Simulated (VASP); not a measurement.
# In in VASP: further runs, part 2 of 2

VASP 6.6.1.

## 3. Electric field gradients, LDA (zz strain of +2 %)

Input file INCAR:

```
SYSTEM = In
PREC     = Accurate       ! precision mode
ENCUT    = 520            ! plane-wave cutoff, eV
EDIFF    = 1E-8           ! SCF threshold, eV
ISMEAR   = -1             ! smearing method
SIGMA    = 0.05           ! smearing width, eV
LREAL    = .False.        ! projectors in reciprocal space
LASPH    = .True.         ! aspherical terms in the spheres
NELM     = 80             ! most SCF steps
ALGO     = Normal         ! electronic algorithm
ISIF     = 2              ! what is computed and relaxed
LWAVE    = .False.        ! write WAVECAR
LCHARG   = .False.        ! write CHGCAR
LEFG     = .True.       
NBANDS   = 12             ! bands
```

Input file KPOINTS:

```
regular mesh
0
Gamma
  14 14 14
  0 0 0
```

Input file POSCAR:

```
In
1.0
   -1.6261500000      1.6261500000      2.5234290000
    1.6261500000     -1.6261500000      2.5234290000
    1.6261500000      1.6261500000     -2.5234290000
In
1
Direct
    0.0000000000      0.0000000000      0.0000000000
```

Potentials or basis: VASP PAW LDA potentials, release 64 (In_d).

Command:

```console
> cat potpaw_LDA.64/In_d/POTCAR > POTCAR
> mpirun -np 1 vasp_std > vasp.out
```

OUTCAR:

```text
SYSTEM = In
   PREC = Accurate
   ENCUT = 520
   EDIFF = 1E-8
   ISMEAR = -1
   LREAL = .False.
   LASPH = .True.
   NELM = 80
   ISIF = 2

 ion  position               nearest neighbor table
   1  0.000  0.000  0.000-

  LATTYP: Found a body centered tetragonal cell.
 ALAT       =     3.2523000000
 C/A-ratio  =     1.5517812010

  Lattice vectors:

 A1 = (  -1.6261500000,   1.6261500000,   2.5234290000)
 A2 = (   1.6261500000,  -1.6261500000,   2.5234290000)
 A3 = (   1.6261500000,   1.6261500000,  -2.5234290000)

Analysis of symmetry for initial positions (statically):
=====================================================================
 Subroutine PRICEL returns:
 Original cell was already a primitive cell.

 Routine SETGRP: Setting up the symmetry group for a
 body centered tetragonal supercell.

 Subroutine GETGRP returns: Found 16 space group operations
 (whereof 16 operations were pure point group operations)
 out of a pool of 16 trial point group operations.

The static configuration has the point symmetry D_4h.

Analysis of symmetry for dynamics (positions and initial velocities):
=====================================================================
 Subroutine PRICEL returns:
 Original cell was already a primitive cell.

 Routine SETGRP: Setting up the symmetry group for a
 body centered tetragonal supercell.

 Subroutine GETGRP returns: Found 16 space group operations
 (whereof 16 operations were pure point group operations)
 out of a pool of 16 trial point group operations.

The dynamic configuration has the point symmetry D_4h.

 Subroutine INISYM returns: Found 16 space group operations
 (whereof 16 operations are pure point group operations),
 and found     1 'primitive' translations

----------------------------------------------------------------------------------------

                                     Primitive cell

  volume of cell :      26.6915

  direct lattice vectors                    reciprocal lattice vectors
    -1.626150000  1.626150000  2.523429000     0.000000000  0.307474710  0.198143082
     1.626150000 -1.626150000  2.523429000     0.307474710  0.000000000  0.198143082
     1.626150000  1.626150000 -2.523429000     0.307474710  0.307474710  0.000000000

  length of vectors
     3.414150196  3.414150196  3.414150196     0.365788707  0.365788707  0.434834905

  position of ions in fractional coordinates (direct lattice)
     0.000000000  0.000000000  0.000000000

  ion indices of the primitive-cell ions
   primitive index   ion index
                 1           1

----------------------------------------------------------------------------------------

 KPOINTS: regular mesh

Automatic generation of k-mesh.
 Grid dimensions read from file:
 generate k-points for:   14   14   14

 Generating k-lattice:

  Cartesian coordinates                     Fractional coordinates (reciprocal lattice)
     0.000000000  0.021962479  0.014153077     0.071428571 -0.000000000  0.000000000
     0.021962479  0.000000000  0.014153077    -0.000000000  0.071428571  0.000000000
[... 68 lines left out ...]
   PSTRESS=    0.0 pullay stress
   NELECT =      13.0000    total number of electrons
   NUPDOWN=      -1.0000    fix difference up-down
   EMIN   =  10.00;   EMAX   =-10.00  energy-range for DOS
   EFERMI =   0.00;   METHOD = LEGACY
   ISMEAR =    -1;   SIGMA  =   0.05  broadening in eV -4-tet -1-fermi 0-gaus
   EFERMI_NEDOS =   21; number of points for ismear=-14 and -15
   IALGO  =     38    algorithm
   IMIX   =      4    mixing-type and parameters
     AMIX     =   0.40;   BMIX     =  1.00
     AMIX_MAG =   1.60;   BMIX_MAG =  1.00
  volume/ion in A,a.u.               =      26.69       180.12
  Fermi-wavevector in a.u.,A,eV,Ry     =   1.288047  2.434057 22.572965  1.659066
  Thomas-Fermi vector in A             =   2.420025
   LORBIT       =      0    0 simple, 1 ext, 2 COOP (PROOUT), +10 PAW based schemes
   GGA     = CA    functional components
   LHFCALC =     F    Hartree Fock is set to
   AEXX    =    0.0000 exact exchange contribution
   IVDW    =     0    specifies the selected vdW correction
   LEPSILON=     F    determine dielectric tensor
   LRPA    =     F    only Hartree local field effects (RPA)
 non-spin polarized calculation
  energy-cutoff  :      520.00
  volume of cell :       26.69
 maximum number of plane-waves:       736
 NGX is ok and might be reduce to    28
   NGX = 13   NGY = 13   NGZ = 13

 number of electron      13.0000003 magnetization

 Free energy of the ion-electron system (eV)
  ---------------------------------------------------
  ext. energy  EPLUGINS =         0.00000000
  ---------------------------------------------------
  free energy    TOTEN  =        -3.19910271 eV

  energy without entropy =       -3.19586967  energy(sigma->0) =       -3.19748619

 E-fermi :   6.9967     XC(G=0): -10.4317

 val. band max:        6.9894192746   @ k =  -0.4286  -0.4286   0.1429
 cond. band min:       7.0059462936   @ k =   0.2857   0.1429   0.0714
 fundamental gap:      0.0165270189
 Fermi energy:         6.9967358862

 k-point     1 :       0.0000    0.0000    0.0000
  band No.  band energies     occupation
      1      -7.6283      2.00000
      2      -7.4984      2.00000
      3      -7.4984      2.00000
      4      -7.4460      2.00000
      5      -7.3156      2.00000
      6      -2.4373      2.00000
      7      17.2333      0.00000
      8      17.2333      0.00000
      9      17.3942      0.00000
     10      18.6698      0.00000
     11      20.8294      0.00000
     12      21.0112      0.00000
[... 331 lines left out ...]
 k-point    24 :       0.2857    0.1429   -0.0000
  band No.  band energies     occupation
      1      -7.5499      2.00000
      2      -7.5314      2.00000
      3      -7.4554      2.00000
      4      -7.3419      2.00000
      5      -7.2920      2.00000
      6       0.3350      2.00000
      7       8.0971      0.00000
      8      12.2201      0.00000
      9      14.7050      0.00000
     10      17.9827      0.00000
     11      19.4830      0.00000
     12      21.3517      0.00000

 [... further k-points ...]
[... 5 lines left out ...]
  --------------------------------------------------------------------------------------
  -------------------------------------------------------------------------------------
  Total       -0.5624308     -0.5624308     -0.5529893      0.0000000      0.0000000      0.0000000
  in kB      -33.7603832    -33.7603832    -33.1936509      0.0000000      0.0000000      0.0000000
  external PRESSURE =     -33.5714725 kB  Pullay stress =       0.0000000 kB

 VOLUME and BASIS-vectors are now :
 -----------------------------------------------------------------------------
  energy-cutoff  :      520.00
  volume of cell :       26.69
      direct lattice vectors                 reciprocal lattice vectors
    -1.626150000  1.626150000  2.523429000     0.000000000  0.307474710  0.198143082
     1.626150000 -1.626150000  2.523429000     0.307474710  0.000000000  0.198143082
     1.626150000  1.626150000 -2.523429000     0.307474710  0.307474710  0.000000000

 POSITION                                       TOTAL-FORCE (eV/Angst)
 -----------------------------------------------------------------------------------
      0.00000      0.00000      0.00000         0.000000      0.000000      0.000000
 -----------------------------------------------------------------------------------
    total drift:                               -0.000000     -0.000000     -0.000000

  FREE ENERGIE OF THE ION-ELECTRON SYSTEM (eV)
  ---------------------------------------------------
  free  energy   TOTEN  =        -3.1991027077 eV

  energy  without entropy=       -3.1958696691  energy(sigma->0) =       -3.19748619

 Electric field gradients (V/A^2)
---------------------------------------------------------------------
 ion       V_xx      V_yy      V_zz      V_xy      V_xz      V_yz
---------------------------------------------------------------------
   1     -14.763   -14.763    29.526     0.001     0.001     0.001
---------------------------------------------------------------------

 Electric field gradients after diagonalization (V/A^2)
 (convention: |V_zz| > |V_xx| > |V_yy|)
----------------------------------------------------------------------
 ion       V_xx      V_yy      V_zz     asymmetry (V_yy - V_xx)/ V_zz
----------------------------------------------------------------------
   1     -14.764   -14.762    29.526       0.000
----------------------------------------------------------------------

           NMR quadrupolar parameters

 Cq : quadrupolar parameter    Cq=e*Q*V_zz/h
 eta: asymmetry parameters     (V_yy - V_xx)/ V_zz
 Q  : nuclear electric quadrupole moment in mb (millibarn)
----------------------------------------------------------------------
 ion       Cq(MHz)       eta       Q (mb)
----------------------------------------------------------------------
   1       0.071       0.000       1.000
----------------------------------------------------------------------
```

Wall time 74 s (1 thread of Intel Xeon Platinum 8259CL at 2.50GHz (Skylake/Cascade Lake), shared host); peak memory 0.2 GiB.

What came out:

```yaml
Free_energy: -3.1991 eV
Pressure: -3.4 GPa
```

Electric field gradients, principal values (V/Å²):
```
atom    least   middle  greatest (by size)
1 In  -14.762  -14.764              29.526
```

Caveat: the cell differs from its parent crystal (zz strain of +2 %); without QUAD_EFG the Cq values of the log hold for a quadrupole moment of 1 mb, not for the nuclei; spin-orbit coupling is left out, which moves the levels of the heavy elements.

## 4. Electric field gradients, LDA (zz strain of +2 %)

Input file INCAR:

```
PREC = Accurate
ENCUT = 520
EDIFF = 1E-8
ISMEAR = -1
SIGMA = 0.05
LREAL = False
LASPH = True
NELM = 80
ALGO = Normal
ISIF = 2
LWAVE = False
LCHARG = False
LEFG = True
NBANDS = 12
```

Input file KPOINTS:

```
regular mesh
0
Gamma
  14 14 14
```

POSCAR is that of step 3.

Potentials or basis: VASP PAW LDA potentials, release 64 (In_d).

Command:

```console
> cat potpaw_LDA.64/In_d/POTCAR > POTCAR
> mpirun -np 1 vasp_std > vasp.out
```

OUTCAR:

```text
PREC = Accurate
   ENCUT = 520
   EDIFF = 1E-8
   ISMEAR = -1
   LREAL = False
   LASPH = True
   NELM = 80
   ISIF = 2

 ion  position               nearest neighbor table
   1  0.000  0.000  0.000-

  LATTYP: Found a body centered tetragonal cell.
 ALAT       =     3.2523000000
 C/A-ratio  =     1.5517812010

  Lattice vectors:

 A1 = (  -1.6261500000,   1.6261500000,   2.5234290000)
[... 566 lines left out ...]
 -----------------------------------------------------------------------------------
    total drift:                               -0.000000     -0.000000     -0.000000

  FREE ENERGIE OF THE ION-ELECTRON SYSTEM (eV)
  ---------------------------------------------------
  free  energy   TOTEN  =        -3.1991027077 eV

  energy  without entropy=       -3.1958696691  energy(sigma->0) =       -3.19748619

 Electric field gradients (V/A^2)
---------------------------------------------------------------------
 ion       V_xx      V_yy      V_zz      V_xy      V_xz      V_yz
---------------------------------------------------------------------
   1     -14.763   -14.763    29.526     0.001     0.001     0.001
---------------------------------------------------------------------

 Electric field gradients after diagonalization (V/A^2)
 (convention: |V_zz| > |V_xx| > |V_yy|)
----------------------------------------------------------------------
 ion       V_xx      V_yy      V_zz     asymmetry (V_yy - V_xx)/ V_zz
----------------------------------------------------------------------
   1     -14.764   -14.762    29.526       0.000
----------------------------------------------------------------------

           NMR quadrupolar parameters

 Cq : quadrupolar parameter    Cq=e*Q*V_zz/h
 eta: asymmetry parameters     (V_yy - V_xx)/ V_zz
 Q  : nuclear electric quadrupole moment in mb (millibarn)
----------------------------------------------------------------------
 ion       Cq(MHz)       eta       Q (mb)
----------------------------------------------------------------------
   1       0.071       0.000       1.000
----------------------------------------------------------------------
```

OSZICAR:

```text
N       E                     dE             d eps       ncg     rms          rms(c)
DAV:   1     0.785684920674E+02    0.78568E+02   -0.62292E+03  5948   0.137E+03
DAV:   2     0.649642194659E+00   -0.77919E+02   -0.75932E+02  6152   0.293E+02
DAV:   3    -0.313951569685E+01   -0.37892E+01   -0.37795E+01  6920   0.647E+01
DAV:   4    -0.322817149386E+01   -0.88656E-01   -0.88631E-01  7396   0.100E+01
DAV:   5    -0.323202322881E+01   -0.38517E-02   -0.38516E-02  8144   0.183E+00    0.229E+00
DAV:   6    -0.320570022757E+01    0.26323E-01   -0.38758E-02  7412   0.395E+00    0.112E+00
DAV:   7    -0.319971283413E+01    0.59874E-02   -0.11061E-02  8168   0.187E+00    0.242E-01
DAV:   8    -0.319910400838E+01    0.60883E-03   -0.75726E-04  7084   0.508E-01    0.196E-02
DAV:   9    -0.319910253542E+01    0.14730E-05   -0.14019E-05  8740   0.476E-02    0.158E-02
DAV:  10    -0.319910270607E+01   -0.17066E-06   -0.58794E-07  6852   0.902E-03    0.380E-04
DAV:  11    -0.319910270768E+01   -0.16050E-08   -0.26337E-08  6976   0.238E-03
   1 F= -.31991027E+01 E0= -.31974862E+01  d E =-.323304E-02
```

stdout:

```text
POSCAR found type information on POSCAR In
 POSCAR found :  1 types and       1 ions
 scaLAPACK will be used
 LDA part: xc-table for (Slater(with rela. corr.)+CA(PZ))
 , standard interpolation
 POSCAR, INCAR and KPOINTS ok, starting setup
 FFT: planning ... GRIDC
 FFT: planning ... GRID_SOFT
 FFT: planning ... GRID
 WAVECAR not read
 entering main loop
ion   1
```

Wall time 75 s (1 thread of Intel Xeon Platinum 8259CL at 2.50GHz (Skylake/Cascade Lake), shared host); peak memory 0.19 GiB.

Results:

```
Free energy : -3.1991 eV
Pressure    : -3.4 GPa
```

Electric field gradients, principal values (V/Å²):
```
atom    least   middle  greatest (by size)
1 In  -14.762  -14.764              29.526
```

Caveat: the cell differs from its parent crystal (zz strain of +2 %); without QUAD_EFG the Cq values of the log hold for a quadrupole moment of 1 mb, not for the nuclei; spin-orbit coupling is left out, which moves the levels of the heavy elements.
